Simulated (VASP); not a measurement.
# F (I4_1/amd) in VASP: a series of runs

The runs below take F through single point, with PBE.

All numbers are computed with VASP 6.6.1; they aren't measurements. Logs are shortened: lines on timing, memory, paths and dates and some standing lists are left out, and cuts for length are marked.

## Step 1: The cell of the first run

Symmetry: I4_1/amd, No. 141, tetragonal system. The conventional cell has a = 3.126 Å, b = 3.126 Å, c = 1.849 Å, α = 90.00°, β = 90.00°, γ = 90.00°. F (site symmetry -4m2) has 10 F at 1.63 to 2.09 Å within 2.2 Å.

## Step 2: Single point, PBE (4.52 Å³/atom)

POSCAR reads:

```
F
1.0
   -1.5628158226      1.5628158226      0.9243094685
    1.5628158226     -1.5628158226      0.9243094685
    1.5628158226      1.5628158226     -0.9243094685
F
2
Direct
   -0.3750000000     -0.1250000000     -0.2500000000
    0.3750000000      0.1250000000      0.2500000000
```

INCAR.step1 reads:

```
SYSTEM = F
PREC = Accurate
ENCUT = 520
EDIFF = 1E-6
ISMEAR = -1
SIGMA = 0.05
LREAL = .False.
LASPH = .True.
NELM = 60
ALGO = Normal
ISIF = 2
LWAVE = .False.
LCHARG = .True.
GGA = PE
NBANDS = 14
```

KPOINTS.step1 reads:

```
regular mesh
0
Gamma
  17 17 17
  0 0 0
```

INCAR.step2 reads:

```
SYSTEM = F
PREC = Accurate
ENCUT = 520
EDIFF = 1E-6
ISMEAR = -5
SIGMA = 0.05
LREAL = .False.
LASPH = .True.
NELM = 60
ALGO = Normal
ISIF = 2
LWAVE = .False.
LCHARG = .False.
GGA = PE
LORBIT = 11
NEDOS = 2001
ICHARG = 11
```

KPOINTS.step2 reads:

```
regular mesh
0
Gamma
  26 26 26
  0 0 0
```

Potentials or basis: VASP PAW PBE potentials, release 64 (F).

Run with:

```bash
> cat potpaw_PBE.64/F/POTCAR > POTCAR
> cp INCAR.step1 INCAR
> cp KPOINTS.step1 KPOINTS
> mpirun -np 1 vasp_std > vasp.out
> cp INCAR.step2 INCAR
> cp KPOINTS.step2 KPOINTS
> mpirun -np 1 vasp_std > vasp.out
```

OUTCAR:

```text
SYSTEM = F
   PREC = Accurate
   ENCUT = 520
   EDIFF = 1E-6
   ISMEAR = -5
   LREAL = .False.
   LASPH = .True.
   NELM = 60
   ISIF = 2
   GGA = PE
   LORBIT = 11
   ICHARG = 11

 ion  position               nearest neighbor table
   1  0.625  0.875  0.750-   2 1.63   2 1.63   2 1.63   2 1.63
   2  0.375  0.125  0.250-   1 1.63   1 1.63   1 1.63   1 1.63

  LATTYP: Found a body centered tetragonal cell.
 ALAT       =     3.1256316452
 C/A-ratio  =     0.5914385145

  Lattice vectors:

 A1 = (  -1.5628158226,   1.5628158226,   0.9243094685)
 A2 = (   1.5628158226,  -1.5628158226,   0.9243094685)
 A3 = (   1.5628158226,   1.5628158226,  -0.9243094685)

Analysis of symmetry for initial positions (statically):
=====================================================================
 Subroutine PRICEL returns:
 Original cell was already a primitive cell.

 Routine SETGRP: Setting up the symmetry group for a
 body centered tetragonal supercell.

 Subroutine GETGRP returns: Found 16 space group operations
 (whereof  4 operations were pure point group operations)
 out of a pool of 16 trial point group operations.

The static configuration has the point symmetry C_2h.
 The point group associated with its full space group is D_4h.

Analysis of symmetry for dynamics (positions and initial velocities):
=====================================================================
 Subroutine PRICEL returns:
 Original cell was already a primitive cell.

 Routine SETGRP: Setting up the symmetry group for a
 body centered tetragonal supercell.

 Subroutine GETGRP returns: Found 16 space group operations
 (whereof  4 operations were pure point group operations)
 out of a pool of 16 trial point group operations.

The dynamic configuration has the point symmetry C_2h.
 The point group associated with its full space group is D_4h.

 Subroutine INISYM returns: Found 16 space group operations
 (whereof  4 operations are pure point group operations),
 and found     1 'primitive' translations

----------------------------------------------------------------------------------------

                                     Primitive cell

  volume of cell :       9.0301

  direct lattice vectors                    reciprocal lattice vectors
    -1.562815823  1.562815823  0.924309468     0.000000000  0.319935333  0.540944367
     1.562815823 -1.562815823  0.924309468     0.319935333  0.000000000  0.540944367
     1.562815823  1.562815823 -0.924309468     0.319935333  0.319935333  0.000000000

  length of vectors
     2.395649095  2.395649095  2.395649095     0.628473886  0.628473886  0.452456886

  position of ions in fractional coordinates (direct lattice)
     0.625000000  0.875000000  0.750000000
     0.375000000  0.125000000  0.250000000

  ion indices of the primitive-cell ions
   primitive index   ion index
                 1           1
                 2           2

----------------------------------------------------------------------------------------

 KPOINTS: regular mesh

Automatic generation of k-mesh.
 Grid dimensions read from file:
 generate k-points for:   26   26   26

 Generating k-lattice:

  Cartesian coordinates                     Fractional coordinates (reciprocal lattice)
     0.000000000  0.012305205  0.020805553     0.038461538  0.000000000 -0.000000000
     0.012305205  0.000000000  0.020805553     0.000000000  0.038461538 -0.000000000
     0.012305205  0.012305205  0.000000000     0.000000000  0.000000000  0.038461538

  Length of vectors
     0.024172073  0.024172073  0.017402188

  Shift w.r.t. Gamma in fractional coordinates (k-lattice)
     0.000000000  0.000000000  0.000000000

 TETIRR: Found  43137 inequivalent tetrahedra from   105456

 Subroutine IBZKPT returns following result:
 ===========================================

 Found   1330 irreducible k-points:

 Following reciprocal coordinates:
            Coordinates               Weight
  0.000000  0.000000  0.000000      1.000000
  0.038462 -0.000000  0.000000      8.000000
  0.076923 -0.000000  0.000000      8.000000
  0.115385 -0.000000  0.000000      8.000000
  0.153846 -0.000000  0.000000      8.000000
  0.192308 -0.000000  0.000000      8.000000
[... 16 lines left out ...]
  0.346154  0.038462  0.000000     16.000000
  0.384615  0.038462  0.000000     16.000000
 [... further k-points ...]
   k-points           NKPTS =   1330   k-points in BZ     NKDIM =   1330   number of bands    NBANDS=     11
   number of dos      NEDOS =   2001   number of ions     NIONS =      2
   total plane-waves  NPLWV =   5832
   dimension x,y,z NGX =    18 NGY =   18 NGZ =   18
   dimension x,y,z NGXF=    36 NGYF=   36 NGZF=   36
   ions per type =               2
   NGX,Y,Z   is equivalent  to a cutoff of  12.49, 12.49, 12.49 a.u.
   NGXF,Y,Z  is equivalent  to a cutoff of  24.98, 24.98, 24.98 a.u.
 SYSTEM =  F
   PREC   = accura    normal or accurate (medium, high low for compatibility)
   ISTART =      0    job   : 0-new  1-cont  2-samecut
   ICHARG =     11    charge: 1-file 2-atom 10-const
   ISPIN  =      1    spin polarized calculation?
   LNONCOLLINEAR =      F non collinear calculations
   LSORBIT =      F    spin-orbit coupling
   LASPH  =      T    aspherical Exc in radial PAW
   ENCUT  =  520.0 eV  38.22 Ry    6.18 a.u.   4.45  4.45  4.45*2*pi/ulx,y,z
   NELM   =     60;   NELMIN=  2; NELMDL=  0     # of ELM steps
   EDIFF  = 0.1E-05   stopping-criterion for ELM
   LREAL  =      F    real-space projection
   EDIFFG = 0.1E-04   stopping-criterion for IOM
   NSW    =      0    number of steps for IOM
   IBRION =     -1    ionic relax: 0-MD 1-quasi-New 2-CG
   NFREE  =      0    steps in history (QN), initial steepest desc. (CG)
   ISIF   =      2    stress and relaxation
   ISYM   =      2    0-nonsym 1-usesym 2-fastsym
   POTIM  = 0.5000    time-step for ionic-motion
   TEBEG  =    0.0;   TEEND  =   0.0 temperature during run
   PSTRESS=    0.0 pullay stress
   NELECT =      14.0000    total number of electrons
   NUPDOWN=      -1.0000    fix difference up-down
   EMIN   =  10.00;   EMAX   =-10.00  energy-range for DOS
   EFERMI =   0.00;   METHOD = LEGACY
   ISMEAR =    -5;   SIGMA  =   0.05  broadening in eV -4-tet -1-fermi 0-gaus
   EFERMI_NEDOS =   21; number of points for ismear=-14 and -15
   IALGO  =     38    algorithm
   IMIX   =      4    mixing-type and parameters
     AMIX     =   0.40;   BMIX     =  1.00
     AMIX_MAG =   1.60;   BMIX_MAG =  1.00
  volume/ion in A,a.u.               =       4.52        30.47
  Fermi-wavevector in a.u.,A,eV,Ry     =   1.894756  3.580569 48.846255  3.590098
  Thomas-Fermi vector in A             =   2.935151
   LORBIT       =     11    0 simple, 1 ext, 2 COOP (PROOUT), +10 PAW based schemes
   GGA     = PE    functional components
   LHFCALC =     F    Hartree Fock is set to
   AEXX    =    0.0000 exact exchange contribution
   IVDW    =     0    specifies the selected vdW correction
   LEPSILON=     F    determine dielectric tensor
   LRPA    =     F    only Hartree local field effects (RPA)
 non-spin polarized calculation
 Fermi weights with tetrahedron method with Bloechl corrections
  energy-cutoff  :      520.00
  volume of cell :        9.03
 maximum number of plane-waves:       259
 NGX is ok and might be reduce to    18

 number of electron      13.9999978 magnetization

 Free energy of the ion-electron system (eV)
  ---------------------------------------------------
  ext. energy  EPLUGINS =         0.00000000
  ---------------------------------------------------
  free energy    TOTEN  =         4.98235113 eV

  energy without entropy =        4.98235113  energy(sigma->0) =        4.98235113

 E-fermi :   9.2889     XC(G=0): -15.2245

 val. band max:        9.2951046624   @ k =  -0.1154   0.1538   0.0769
 cond. band min:       9.2325794147   @ k =   0.5000   0.5000   0.1538
 fundamental gap:     -0.0625252476
 Fermi energy:         9.2888676842

 k-point     1 :       0.0000    0.0000    0.0000
  band No.  band energies     occupation
      1     -23.5555      2.00000
      2     -10.0642      2.00000
      3      -0.4406      2.00000
      4      -0.4406      2.00000
      5       8.6268      2.00000
      6       8.6972      2.00000
      7      10.0104      0.00000
      8      10.0104      0.00000
      9      26.0703      0.00000
     10      32.2999      0.00000
     11      44.0937      0.00000

 k-point     2 :       0.0385   -0.0000    0.0000
  band No.  band energies     occupation
      1     -23.4952      2.00000
      2     -10.0932      2.00000
      3      -0.4423      2.00000
      4      -0.3547      2.00000
      5       8.4883      2.00000
      6       8.5575      2.00000
      7       9.9695      0.00000
      8      10.0060      0.00000
      9      26.1852      0.00000
     10      32.4123      0.00000
     11      44.0823      0.00000

 k-point     3 :       0.0769   -0.0000    0.0000
  band No.  band energies     occupation
      1     -23.3154      2.00000
      2     -10.1755      2.00000
      3      -0.4464      2.00000
      4      -0.1059      2.00000
      5       8.0638      2.00000
      6       8.1722      2.00000
      7       9.8517      0.00000
      8       9.9915      0.00000
      9      26.5251      0.00000
     10      32.7334      0.00000
     11      43.5949      0.00000
[... 267 lines left out ...]
 k-point    23 :       0.3462    0.0385    0.0000
  band No.  band energies     occupation
      1     -18.5524      2.00000
      2     -11.5172      2.00000
      3      -0.8732      2.00000
      4       0.0953      2.00000
      5       1.5233      2.00000
      6       5.1045      2.00000
      7       8.3349      2.00000
      8       9.2505      1.56409
      9      30.7558      0.00000
     10      33.5014      0.00000
     11      37.3054      0.00000

 k-point    24 :       0.3846    0.0385    0.0000
  band No.  band energies     occupation
      1     -17.7762      2.00000
      2     -11.9000      2.00000
      3      -1.5720      2.00000
      4       0.0467      2.00000
      5       1.1428      2.00000
      6       5.4016      2.00000
      7       8.2429      2.00000
      8       9.1601      2.07110
      9      30.6677      0.00000
     10      33.2706      0.00000
     11      37.3779      0.00000

 [... further k-points ...]

------------------------ aborting loop because EDIFF is reached ----------------------------------------

  FORCE on cell =-STRESS in cart. coord.  units (eV):
  Direction    XX          YY          ZZ          XY          YZ          ZX
  --------------------------------------------------------------------------------------
  -------------------------------------------------------------------------------------
  Total       23.0763992     23.0763992     23.0593890      0.0000000     -0.0000000     -0.0000000
  in kB     4094.3562954   4094.3562954   4091.3382424      0.0000000     -0.0000000     -0.0000000
  external PRESSURE =    4093.3502777 kB  Pullay stress =       0.0000000 kB

 VOLUME and BASIS-vectors are now :
 -----------------------------------------------------------------------------
  energy-cutoff  :      520.00
  volume of cell :        9.03
      direct lattice vectors                 reciprocal lattice vectors
    -1.562815823  1.562815823  0.924309468     0.000000000  0.319935333  0.540944367
     1.562815823 -1.562815823  0.924309468     0.319935333  0.000000000  0.540944367
     1.562815823  1.562815823 -0.924309468     0.319935333  0.319935333  0.000000000

 POSITION                                       TOTAL-FORCE (eV/Angst)
 -----------------------------------------------------------------------------------
      1.56282      0.78141      0.69323         0.000000      0.000000     -0.000000
      0.00000      0.78141      0.23108        -0.000000     -0.000000      0.000000
 -----------------------------------------------------------------------------------
    total drift:                               -0.000000      0.000000      0.000000

  FREE ENERGIE OF THE ION-ELECTRON SYSTEM (eV)
  ---------------------------------------------------
  free  energy   TOTEN  =         4.9823511270 eV

  energy  without entropy=        4.9823511270  energy(sigma->0) =        4.98235113

 total charge

# of ion       s       p       d       tot
------------------------------------------
    1        1.842   4.224   0.000   6.066
    2        1.842   4.224   0.000   6.066
--------------------------------------------------
tot          3.685   8.448   0.000  12.132
```

It took 53 s on 1 thread of Intel Xeon 6975P-C (Granite Rapids), shared host; peak memory 0.29 GiB.

What came out:

```
Valence electrons inside the program's atomic spheres : F 6.07
```

Levels at points of the mesh, in eV from the Fermi level:
| k point | band 3 | band 4 | band 5 | band 6 | band 7 | band 8 | band 9 | band 10 | band 11 |
| --- | --- | --- | --- | --- | --- | --- | --- | --- | --- |
| (0.00, 0.00, 0.00) | -9.73 | -9.73 | -0.66 | -0.59 | 0.72 | 0.72 | 16.78 | 23.01 | 34.80 |
| (0.50, 0.00, 0.00) | -11.49 | -9.43 | -8.46 | -3.30 | -1.31 | -0.21 | 21.25 | 23.96 | 28.01 |
| (0.50, 0.50, 0.00) | -5.73 | -5.73 | -4.68 | -4.68 | -0.28 | -0.28 | 25.04 | 25.04 | 31.99 |
| (0.50, 0.50, 0.50) | -14.66 | -14.66 | -1.24 | -1.24 | 2.58 | 2.58 | 28.88 | 28.88 | 29.93 |

Caveat: tetrahedron occupations give inexact forces and stress in metals.

[end of part 1 of 2]
